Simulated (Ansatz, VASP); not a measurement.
## Two plane-wave programs on Nb

Contents of INCAR:

```
  PREC = Accurate
  ENCUT = 520
  EDIFF = 1E-6
  ISMEAR = -1
  SIGMA = 0.05
  LREAL = False
  LASPH = True
  NELM = 100
  ALGO = Normal
  ISIF = 2
  LWAVE = False
  LCHARG = False
  GGA = PE
  NBANDS = 20
```

Contents of KPOINTS:

```
regular mesh
0
Gamma
  16 16 9
```

File POSCAR:

```
Nb
1.0
    2.2778102278      0.0000000000      0.0000000000
   -1.1389051139      1.9726415223      0.0000000000
    0.0000000000      0.0000000000      3.7388271824
Nb
2
Direct
    0.3333333333      0.6666666667      0.2500000000
    0.6666666667      0.3333333333      0.7500000000
```

Input for Ansatz:

```yaml
crystal:
  lattice:
    - [2.2778102278, 0.0, 0.0]
    - [-1.1389051139, 1.9726415223, 0.0]
    - [0.0, 0.0, 3.7388271824]
  atoms:
    - { symbol: Nb, position: [0.3333333333, 0.6666666667, 0.25] }
    - { symbol: Nb, position: [0.6666666667, 0.3333333333, 0.75] }
kpoints:
  mp_grid: { grid: [16, 16, 9] }
scf:
  occupations: { method: fermi_dirac, width: 0.05 }
hamiltonian:
  xc: pbe
  pseudopotentials: { kind: paw, core: large }
output:
  forces: true
  stress: true
  eigenvalues: true
  write_density: true
  write_potential: true
  elf: true
  volumetric_format: npy
```

Change from the starting cell: volume scaled by 0.45, PAW files, core large.

Alike in both runs: task single point; functional PBE; k mesh 16 × 16 × 9; occupations fermi-dirac, width 0.05 eV; no spin polarisation.

```csv
,VASP,Ansatz
version,VASP 6.6.1,Ansatz 0.2.0
potentials or method,"VASP PAW PBE potentials, release 64 (Nb_sv)","PAW with other files of Ansatz's library (core large), scalar-relativistic"
plane-wave cutoff (eV),520,420
valence electrons in the cell,26,26
```

|  | VASP | Ansatz | Ansatz less VASP |
| --- | --- | --- | --- |
| pressure (GPa) | 538.1 | 534.5 | -3.62 |
| traceless stress, the component that is largest in VASP (GPa) | 1.08 | 0.43 | -0.650 |

Both programs put the cell under a high pressure, so it lies far from rest at this level. With one functional, cell and mesh, what is left measures potentials, basis and numerics. Ansatz's warnings: datasets by core.

Noted on VASP's run: the cell as given lies far from equilibrium.
